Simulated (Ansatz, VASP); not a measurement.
This is a calculation of TiAl3 for Ansatz 0.2.0.

Contents of input.yaml:

```yaml
crystal:
  lattice:
    - [-1.8852778379, 1.8852778379, 4.2228148271]
    - [1.8852778379, -1.8852778379, 4.2228148271]
    - [1.8852778379, 1.8852778379, -4.2228148271]
  atoms:
    - { symbol: Ti, position: [0.0, 0.0, 0.0] }
    - { symbol: Al, position: [0.25, 0.75, 0.5] }
    - { symbol: Al, position: [0.75, 0.25, 0.5] }
    - { symbol: Al, position: [0.5, 0.5, 0.0] }
hamiltonian:
  xc: r2scan
  pseudopotentials: { kind: paw }
kpoints:
  mp_grid: { grid: [10, 10, 10] }
scf:
  occupations: { method: fermi_dirac, width: 0.05 }
output:
  forces: true
  stress: true
  eigenvalues: true
```

Potentials or basis: Ansatz PAW.

Launch:

```sh
$ ansatz run input.yaml --threads 2 --pin off --max-ram 5632MiB --backend cpu --events-out ev --progress --plain --runs-dir out
```

Translate it to VASP 6.6.1. Potentials there: VASP PAW PBE potentials, release 64 (Ti_sv, Al).

As run (the cutoff follows the program's own potentials):

Contents of POSCAR:

```
TiAl3
1.0
   -1.8852778379      1.8852778379      4.2228148271
    1.8852778379     -1.8852778379      4.2228148271
    1.8852778379      1.8852778379     -4.2228148271
Ti Al
1 3
Direct
    0.0000000000      0.0000000000      0.0000000000
    0.2500000000      0.7500000000      0.5000000000
    0.7500000000      0.2500000000      0.5000000000
    0.5000000000      0.5000000000      0.0000000000
```

Contents of INCAR.step1:

```
SYSTEM = TiAl3
PREC = Accurate
ENCUT = 520
ISMEAR = -1
SIGMA = 0.05
LREAL = .FALSE.
LASPH = .TRUE.
NELM = 80
NBANDS = 18
GGA = PE
ALGO = Normal
EDIFF = 1E-4
LWAVE = .TRUE.
LCHARG = .FALSE.
```

INCAR.step2

```
SYSTEM = TiAl3
PREC = Accurate
ENCUT = 520
EDIFF = 1E-6
ISMEAR = -1
SIGMA = 0.05
LREAL = .FALSE.
LASPH = .TRUE.
NELM = 80
ALGO = Normal
ISIF = 2
LWAVE = .FALSE.
LCHARG = .TRUE.
METAGGA = R2SCAN
LMIXTAU = .TRUE.
LELF = .TRUE.
LVHAR = .TRUE.
NBANDS = 18
ISTART = 1
```

File KPOINTS:

```
Automatic mesh
0
G
  10 10 10
  0 0 0
```

Potentials or basis: VASP PAW PBE potentials, release 64 (Ti_sv, Al).

Run with:

```console
$ cat potpaw_PBE.64/Ti_sv/POTCAR potpaw_PBE.64/Al/POTCAR > POTCAR
$ cp INCAR.step1 INCAR
$ mpirun -np 1 vasp_std > vasp.out
$ cp INCAR.step2 INCAR
$ mpirun -np 1 vasp_std > vasp.out
```

Both were run:

|  | VASP | Ansatz | Ansatz less VASP |
| --- | --- | --- | --- |
| gap on the k mesh at the Fermi level (eV) | none | none | - |
| pressure (GPa) | 5.1 | 5.2 | +0.10 |
| traceless stress, the component that is largest in VASP (GPa) | -0.35 | -0.36 | -0.015 |

VASP's potentials were made for PBE, not for r2SCAN. A gap of «none» marks a metal or a gap that the smearing closes. The functional is the same, so the differences come from potentials, cutoffs and numerics.
